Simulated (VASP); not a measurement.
# Sb (P4/mmm) in VASP: notebook

Sb is run at these levels: PBE; tasks: single point.

Program: VASP 6.6.1. These are calculated values, not measurements. Logs are shortened: lines on timing, memory, paths and dates and some standing lists are left out, and cuts for length are marked.

## 1. The cell of the first run

The structure is tetragonal, space group P4/mmm (No. 123). Conventional cell: a = 2.895 Å, b = 2.895 Å, c = 3.764 Å, α = 90.00°, β = 90.00°, γ = 90.00°. Sb (site symmetry 4/mmm) has 6 Sb at 2.90 to 3.76 Å within 3.8 Å.

## 2. Single point, PBE

Input file INCAR:

```
SYSTEM = Sb
PREC = Accurate ; ENCUT = 520
EDIFF = 1E-6 ; ISMEAR = 0
SIGMA = 0.15 ; LREAL = .FALSE.
LASPH = .TRUE. ; NELM = 80
ALGO = Normal ; ISIF = 2
LWAVE = .FALSE. ; LCHARG = .FALSE.
GGA = PE ; NBANDS = 8
```

Input file KPOINTS:

```
Automatic mesh
0
G
  16 16 16
  0 0 0
```

Input file POSCAR:

```
Sb
1.0
    2.8953826336      0.0000000000      0.0000000000
    0.0000000000      2.8953826336      0.0000000000
    0.0000000000      0.0000000000      3.7639974236
Sb
1
Direct
    0.0000000000      0.0000000000      0.0000000000
```

Potentials or basis: VASP PAW PBE potentials, release 64 (Sb).

The run is started by

```sh
> cat potpaw_PBE.64/Sb/POTCAR > POTCAR
> mpirun -np 1 vasp_std > vasp.out
```

OUTCAR:

```text
SYSTEM = Sb
   PREC = Accurate
   ENCUT = 520
   EDIFF = 1E-6
   ISMEAR = 0
   LREAL = .FALSE.
   LASPH = .TRUE.
   NELM = 80
   ISIF = 2
   GGA = PE

 ion  position               nearest neighbor table
   1  0.000  0.000  0.000-

  LATTYP: Found a simple tetragonal cell.
 ALAT       =     2.8953826336
 C/A-ratio  =     1.3000000000

  Lattice vectors:

 A1 = (   2.8953826336,   0.0000000000,   0.0000000000)
 A2 = (   0.0000000000,   2.8953826336,   0.0000000000)
 A3 = (   0.0000000000,   0.0000000000,   3.7639974236)

Analysis of symmetry for initial positions (statically):
=====================================================================
 Subroutine PRICEL returns:
 Original cell was already a primitive cell.

 Routine SETGRP: Setting up the symmetry group for a
 simple tetragonal supercell.

 Subroutine GETGRP returns: Found 16 space group operations
 (whereof 16 operations were pure point group operations)
 out of a pool of 16 trial point group operations.

The static configuration has the point symmetry D_4h.

Analysis of symmetry for dynamics (positions and initial velocities):
=====================================================================
 Subroutine PRICEL returns:
 Original cell was already a primitive cell.

 Routine SETGRP: Setting up the symmetry group for a
 simple tetragonal supercell.

 Subroutine GETGRP returns: Found 16 space group operations
 (whereof 16 operations were pure point group operations)
 out of a pool of 16 trial point group operations.

The dynamic configuration has the point symmetry D_4h.

 Subroutine INISYM returns: Found 16 space group operations
 (whereof 16 operations are pure point group operations),
 and found     1 'primitive' translations

----------------------------------------------------------------------------------------

                                     Primitive cell

  volume of cell :      31.5545

  direct lattice vectors                    reciprocal lattice vectors
     2.895382634  0.000000000  0.000000000     0.345377495  0.000000000  0.000000000
     0.000000000  2.895382634  0.000000000     0.000000000  0.345377495  0.000000000
     0.000000000  0.000000000  3.763997424     0.000000000  0.000000000  0.265674996

  length of vectors
     2.895382634  2.895382634  3.763997424     0.345377495  0.345377495  0.265674996

  position of ions in fractional coordinates (direct lattice)
     0.000000000  0.000000000  0.000000000

  ion indices of the primitive-cell ions
   primitive index   ion index
                 1           1

----------------------------------------------------------------------------------------

 KPOINTS: Automatic mesh

Automatic generation of k-mesh.
 Grid dimensions read from file:
 generate k-points for:   16   16   16

 Generating k-lattice:

  Cartesian coordinates                     Fractional coordinates (reciprocal lattice)
     0.021586093  0.000000000  0.000000000     0.062500000  0.000000000  0.000000000
     0.000000000  0.021586093  0.000000000     0.000000000  0.062500000  0.000000000
     0.000000000  0.000000000  0.016604687     0.000000000  0.000000000  0.062500000

  Length of vectors
     0.021586093  0.021586093  0.016604687

  Shift w.r.t. Gamma in fractional coordinates (k-lattice)
     0.000000000  0.000000000  0.000000000

 Subroutine IBZKPT returns following result:
 ===========================================

 Found    405 irreducible k-points:

 Following reciprocal coordinates:
            Coordinates               Weight
  0.000000  0.000000  0.000000      1.000000
  0.062500  0.000000  0.000000      4.000000
  0.125000  0.000000  0.000000      4.000000
  0.187500  0.000000  0.000000      4.000000
  0.250000  0.000000  0.000000      4.000000
  0.312500  0.000000  0.000000      4.000000
[... 16 lines left out ...]
  0.437500  0.125000  0.000000      8.000000
  0.500000  0.125000  0.000000      4.000000
 [... further k-points ...]
   k-points           NKPTS =    405   k-points in BZ     NKDIM =    405   number of bands    NBANDS=      8
   number of dos      NEDOS =    301   number of ions     NIONS =      1
   total plane-waves  NPLWV =  16128
   dimension x,y,z NGX =    24 NGY =   24 NGZ =   28
   dimension x,y,z NGXF=    48 NGYF=   48 NGZF=   56
   ions per type =               1
   NGX,Y,Z   is equivalent  to a cutoff of  13.78, 13.78, 12.37 a.u.
   NGXF,Y,Z  is equivalent  to a cutoff of  27.56, 27.56, 24.73 a.u.
 SYSTEM =  Sb
   PREC   = accura    normal or accurate (medium, high low for compatibility)
   ISTART =      0    job   : 0-new  1-cont  2-samecut
   ICHARG =      2    charge: 1-file 2-atom 10-const
   ISPIN  =      1    spin polarized calculation?
   LNONCOLLINEAR =      F non collinear calculations
   LSORBIT =      F    spin-orbit coupling
   LASPH  =      T    aspherical Exc in radial PAW
   ENCUT  =  520.0 eV  38.22 Ry    6.18 a.u.   5.38  5.38  7.00*2*pi/ulx,y,z
   NELM   =     80;   NELMIN=  2; NELMDL= -5     # of ELM steps
   EDIFF  = 0.1E-05   stopping-criterion for ELM
   LREAL  =      F    real-space projection
   EDIFFG = 0.1E-04   stopping-criterion for IOM
   NSW    =      0    number of steps for IOM
   IBRION =     -1    ionic relax: 0-MD 1-quasi-New 2-CG
   NFREE  =      0    steps in history (QN), initial steepest desc. (CG)
   ISIF   =      2    stress and relaxation
   ISYM   =      2    0-nonsym 1-usesym 2-fastsym
   POTIM  = 0.5000    time-step for ionic-motion
   TEBEG  =    0.0;   TEEND  =   0.0 temperature during run
   PSTRESS=    0.0 pullay stress
   NELECT =       5.0000    total number of electrons
   NUPDOWN=      -1.0000    fix difference up-down
   EMIN   =  10.00;   EMAX   =-10.00  energy-range for DOS
   EFERMI =   0.00;   METHOD = LEGACY
   ISMEAR =     0;   SIGMA  =   0.15  broadening in eV -4-tet -1-fermi 0-gaus
   EFERMI_NEDOS =   21; number of points for ismear=-14 and -15
   IALGO  =     38    algorithm
   IMIX   =      4    mixing-type and parameters
     AMIX     =   0.40;   BMIX     =  1.00
     AMIX_MAG =   1.60;   BMIX_MAG =  1.00
  volume/ion in A,a.u.               =      31.55       212.94
  Fermi-wavevector in a.u.,A,eV,Ry     =   0.885886  1.674081 10.677766  0.784794
  Thomas-Fermi vector in A             =   2.006979
   LORBIT       =      0    0 simple, 1 ext, 2 COOP (PROOUT), +10 PAW based schemes
   GGA     = PE    functional components
   LHFCALC =     F    Hartree Fock is set to
   AEXX    =    0.0000 exact exchange contribution
   IVDW    =     0    specifies the selected vdW correction
   LEPSILON=     F    determine dielectric tensor
   LRPA    =     F    only Hartree local field effects (RPA)
 non-spin polarized calculation
 Gauss-broadening in eV      SIGMA  =   0.15
  energy-cutoff  :      520.00
  volume of cell :       31.55
 maximum number of plane-waves:       868
 NGX is ok and might be reduce to    24

 number of electron       4.9999999 magnetization

 Free energy of the ion-electron system (eV)
  ---------------------------------------------------
  ext. energy  EPLUGINS =         0.00000000
  ---------------------------------------------------
  free energy    TOTEN  =        -3.77284469 eV

  energy without entropy =       -3.76581840  energy(sigma->0) =       -3.76933155

 E-fermi :   6.3415     XC(G=0):  -9.3036

 val. band max:        6.3139146901   @ k =   0.3750   0.3125   0.1875
 cond. band min:       6.3438983426   @ k =   0.2500   0.1250   0.4375
 fundamental gap:      0.0299836526
 Fermi energy:         6.3414705663

 k-point     1 :       0.0000    0.0000    0.0000
  band No.  band energies     occupation
      1      -6.0522      2.00000
      2       5.6962      2.00000
      3      10.2056      0.00000
      4      11.7592      0.00000
      5      11.7592      0.00000
      6      14.8623      0.00000
      7      16.8911      0.00000
      8      23.1299      0.00000

 k-point     2 :       0.0625    0.0000    0.0000
  band No.  band energies     occupation
      1      -5.9822      2.00000
      2       5.7666      2.00000
      3      10.2563      0.00000
      4      10.8109      0.00000
      5      11.8350      0.00000
      6      15.3527      0.00000
      7      17.4439      0.00000
      8      21.8299      0.00000

 k-point     3 :       0.1250    0.0000    0.0000
  band No.  band energies     occupation
      1      -5.7725      2.00000
      2       5.9748      1.99945
      3       9.0321      0.00000
      4      10.4658      0.00000
      5      12.0589      0.00000
      6      15.8101      0.00000
      7      18.9609      0.00000
      8      20.3500      0.00000

 k-point     4 :       0.1875    0.0000    0.0000
  band No.  band energies     occupation
      1      -5.4249      2.00000
      2       6.3113      1.22415
      3       7.1863      0.00000
      4      10.7716      0.00000
      5      12.4198      0.00000
      6      16.1287      0.00000
      7      18.8921      0.00000
      8      20.4720      0.00000

 k-point     5 :       0.2500    0.0000    0.0000
  band No.  band energies     occupation
      1      -4.9436      2.00000
      2       5.4029      2.00000
      3       6.7570      0.00009
      4      11.2048      0.00000
      5      12.8968      0.00000
      6      16.4441      0.00000
      7      17.5073      0.00000
      8      19.6706      0.00000

 k-point     6 :       0.3125    0.0000    0.0000
  band No.  band energies     occupation
      1      -4.3408      2.00000
      2       3.7517      2.00000
      3       7.2781      0.00000
      4      11.7632      0.00000
      5      13.4538      0.00000
      6      16.2450      0.00000
      7      16.6716      0.00000
      8      18.4914      0.00000

 k-point     7 :       0.3750    0.0000    0.0000
  band No.  band energies     occupation
      1      -3.6507      2.00000
      2       2.2960      2.00000
      3       7.8118      0.00000
      4      12.4449      0.00000
      5      14.0259      0.00000
      6      15.1764      0.00000
      7      16.2636      0.00000
      8      18.1303      0.00000

 k-point     8 :       0.4375    0.0000    0.0000
  band No.  band energies     occupation
      1      -2.9806      2.00000
      2       1.1603      2.00000
      3       8.2460      0.00000
      4      13.2383      0.00000
      5      14.4194      0.00000
      6      14.4955      0.00000
      7      15.2839      0.00000
      8      18.5771      0.00000

 k-point     9 :       0.5000    0.0000    0.0000
  band No.  band energies     occupation
      1      -2.6507      2.00000
      2       0.6742      2.00000
      3       8.4212      0.00000
      4      13.9221      0.00000
      5      14.1364      0.00000
      6      14.5054      0.00000
      7      14.6872      0.00000
      8      19.0996      0.00000

 k-point    10 :       0.0625    0.0625    0.0000
  band No.  band energies     occupation
      1      -5.9122      2.00000
      2       5.8370      2.00000
      3      10.3118      0.00000
      4      10.7163      0.00000
      5      11.0635      0.00000
      6      16.0330      0.00000
      7      17.7913      0.00000
      8      21.7258      0.00000
[... 78 lines left out ...]
 k-point    18 :       0.1250    0.1250    0.0000
  band No.  band energies     occupation
      1      -5.4930      2.00000
      2       6.2541      1.59001
      3       9.0185      0.00000
      4       9.6347      0.00000
      5      10.7387      0.00000
      6      18.1129      0.00000
      7      19.5760      0.00000
      8      20.4557      0.00000

 k-point    19 :       0.1875    0.1250    0.0000
  band No.  band energies     occupation
      1      -5.1453      2.00000
      2       6.5913      0.01852
      3       7.4215      0.00000
      4       9.7339      0.00000
      5      11.0412      0.00000
      6      18.7750      0.00000
      7      19.1047      0.00000
      8      20.6359      0.00000

 k-point    20 :       0.2500    0.1250    0.0000
  band No.  band energies     occupation
      1      -4.6642      2.00000
      2       5.6595      2.00000
      3       7.0382      0.00000
      4      10.1737      0.00000
      5      11.4751      0.00000
      6      17.7244      0.00000
      7      18.7831      0.00000
      8      19.6304      0.00000

 k-point    21 :       0.3125    0.1250    0.0000
  band No.  band energies     occupation
      1      -4.0614      2.00000
      2       4.0152      2.00000
      3       7.5608      0.00000
      4      10.7187      0.00000
      5      12.0371      0.00000
      6      16.4648      0.00000
      7      17.9581      0.00000
      8      18.3223      0.00000

 k-point    22 :       0.3750    0.1250    0.0000
  band No.  band energies     occupation
      1      -3.3709      2.00000
      2       2.5621      2.00000
      3       8.0968      0.00000
      4      11.3071      0.00000
      5      12.7279      0.00000
      6      15.3976      0.00000
      7      16.7773      0.00000
      8      17.1930      0.00000

 k-point    23 :       0.4375    0.1250    0.0000
  band No.  band energies     occupation
      1      -2.6998      2.00000
      2       1.4269      2.00000
      3       8.5336      0.00000
      4      11.8234      0.00000
      5      13.5479      0.00000
      6      14.6403      0.00000
      7      15.5978      0.00000
      8      16.3656      0.00000

 k-point    24 :       0.5000    0.1250    0.0000
  band No.  band energies     occupation
      1      -2.3690      2.00000
      2       0.9402      2.00000
      3       8.7100      0.00000
      4      12.0481      0.00000
      5      14.3567      0.00000
      6      14.3944      0.00000
      7      14.6245      0.00000
      8      16.0386      0.00000

 [... further k-points ...]
[... 5 lines left out ...]
  --------------------------------------------------------------------------------------
  -------------------------------------------------------------------------------------
  Total        1.6309940      1.6309940     -1.0836921      0.0000000     -0.0000000     -0.0000000
  in kB       82.8136053     82.8136053    -55.0243923      0.0000000     -0.0000000     -0.0000000
  external PRESSURE =      36.8676061 kB  Pullay stress =       0.0000000 kB

 VOLUME and BASIS-vectors are now :
 -----------------------------------------------------------------------------
  energy-cutoff  :      520.00
  volume of cell :       31.55
      direct lattice vectors                 reciprocal lattice vectors
     2.895382634  0.000000000  0.000000000     0.345377495  0.000000000  0.000000000
     0.000000000  2.895382634  0.000000000     0.000000000  0.345377495  0.000000000
     0.000000000  0.000000000  3.763997424     0.000000000  0.000000000  0.265674996

 POSITION                                       TOTAL-FORCE (eV/Angst)
 -----------------------------------------------------------------------------------
      0.00000      0.00000      0.00000         0.000000      0.000000      0.000000
 -----------------------------------------------------------------------------------
    total drift:                               -0.000000      0.000000      0.000000

  FREE ENERGIE OF THE ION-ELECTRON SYSTEM (eV)
  ---------------------------------------------------
  free  energy   TOTEN  =        -3.7728446925 eV

  energy  without entropy=       -3.7658183990  energy(sigma->0) =       -3.76933155
```

It took 22 s on 1 thread of Intel Xeon 6975P-C (Granite Rapids), shared host; peak memory 0.22 GiB.

Results:

| Item | Value |
| --- | --- |
| Free energy | -3.7728 eV |
| Pressure | 3.7 GPa |

Caveat: spin-orbit coupling is left out, which moves the levels of the heavy elements.

## 3. Single point, PBE

This run uses another cell than the first one, of the same volume but with other edges.

Input file INCAR:

```
SYSTEM = Sb
PREC = Accurate
ENCUT = 520
EDIFF = 1E-6
ISMEAR = 0
SIGMA = 0.15
LREAL = .False.
LASPH = .True.
NELM = 80
ALGO = Normal
ISIF = 2
LWAVE = .False.
LCHARG = .True.
GGA = PE
LELF = .True.
LVHAR = .True.
NBANDS = 8
```

Input file KPOINTS:

```
regular mesh
0
Gamma
  16 16 16
  0 0 0
```

Input file POSCAR:

```
Sb
1.0
    3.2490605637      0.0000000000      0.0000000000
    0.0000000000      3.2490605637      0.0000000000
    0.0000000000      0.0000000000      2.9891357186
Sb
1
Direct
    0.0000000000      0.0000000000      0.0000000000
```

Potentials or basis: VASP PAW PBE potentials, release 64 (Sb).

The run is started by

```sh
> cat potpaw_PBE.64/Sb/POTCAR > POTCAR
> mpirun -np 1 vasp_std > vasp.out
```

Run time: 20 s. Hardware: 1 thread of Intel Xeon 6975P-C (Granite Rapids), shared host; peak memory 0.21 GiB.

It converged, with:

- Free energy: -4.0388 eV
- Pressure: -1.8 GPa

Stress tensor (GPa, compression positive):
```
-4.79  0.00  0.00
 0.00 -4.79  0.00
 0.00  0.00  4.17
```

Levels at points of the mesh, in eV from the Fermi level:
| k point | band 1 | band 2 | band 3 | band 4 | band 5 | band 6 |
| --- | --- | --- | --- | --- | --- | --- |
| (0.00, 0.00, 0.00) | -12.00 | 2.39 | 2.39 | 4.72 | 6.38 | 6.54 |
| (0.50, 0.00, 0.00) | -10.11 | -5.13 | 3.94 | 6.31 | 8.51 | 10.31 |
| (0.50, 0.50, 0.00) | -8.15 | -3.42 | -3.42 | 2.29 | 7.91 | 12.90 |
| (0.00, 0.00, 0.50) | -9.04 | -5.36 | 4.80 | 4.80 | 8.93 | 9.75 |
| (0.50, 0.00, 0.50) | -7.00 | -3.77 | -2.64 | 2.50 | 6.37 | 12.22 |
| (0.50, 0.50, 0.50) | -4.77 | -2.30 | -1.06 | -1.06 | 4.75 | 4.75 |

Caveat: spin-orbit coupling is left out, which moves the levels of the heavy elements.

## 4. Single point, PBE

This run uses another cell than the first one, of the same volume but with other edges.

Input file INCAR:

```
PREC = Accurate
ENCUT = 520
EDIFF = 1E-6
ISMEAR = 0
SIGMA = 0.15
LREAL = F
LASPH = T
NELM = 100
ALGO = Normal
ISIF = 2
LWAVE = F
LCHARG = T
GGA = PE
LELF = T
LVHAR = T
NBANDS = 8
```

Input file KPOINTS:

```
regular mesh
0
Gamma
  16 16 16
```

Input file POSCAR:

```
Sb
1.0
    3.0611846074      0.0000000000      0.0000000000
    0.0000000000      3.0611846074      0.0000000000
    0.0000000000      0.0000000000      3.3673030682
Sb
1
Direct
    0.0000000000      0.0000000000      0.0000000000
```

The run is started by

```sh
> cat potpaw_PBE.64/Sb/POTCAR > POTCAR
> mpirun -np 1 vasp_std > vasp.out
```

Wall time 21 s (1 thread of Intel Xeon 6975P-C (Granite Rapids), shared host); peak memory 0.22 GiB.

The run converged. Its results:

| Quantity | Value |
| --- | --- |
| Free energy | -4.0288 eV |
| Pressure | -1.5 GPa |

Stress tensor (GPa, compression positive):
```
 1.16  0.00  0.00
 0.00  1.16  0.00
 0.00  0.00 -6.87
```

Levels at points of the mesh, in eV from the Fermi level:
```csv
k point,band 1,band 2,band 3,band 4,band 5,band 6
"(0.00, 0.00, 0.00)",-12.05,1.54,3.94,3.94,5.70,7.44
"(0.50, 0.00, 0.00)",-9.43,-5.34,3.67,6.12,8.47,9.55
"(0.50, 0.50, 0.00)",-6.61,-3.19,-3.19,2.51,5.80,11.95
"(0.00, 0.00, 0.50)",-10.51,-5.05,5.22,5.22,8.85,11.27
"(0.50, 0.00, 0.50)",-7.80,-3.98,-2.77,2.36,7.41,12.67
"(0.50, 0.50, 0.50)",-4.79,-1.95,-1.95,-0.60,4.44,5.20
```

Caveat: spin-orbit coupling is left out, which moves the levels of the heavy elements.

## 5. Summary

```tsv
cell	gap on the mesh (eV)	pressure (GPa)
a = 2.895, b = 2.895, c = 3.764 Å, 1 atom	none	3.7
a = 3.249, b = 3.249, c = 2.989 Å, 1 atom	none	-1.8
a = 3.061, b = 3.061, c = 3.367 Å, 1 atom	none	-1.5
```

Alike in all rows: task single point; level PBE; potentials or basis VASP PAW PBE potentials, release 64 (Sb); no spin polarisation; k mesh 16 × 16 × 16; cutoff (eV) 520; smearing gaussian 0.15 eV.

Caveats: spin-orbit coupling is left out, which moves the levels of the heavy elements.

Absolute energies hang on the potentials; compare differences alone.
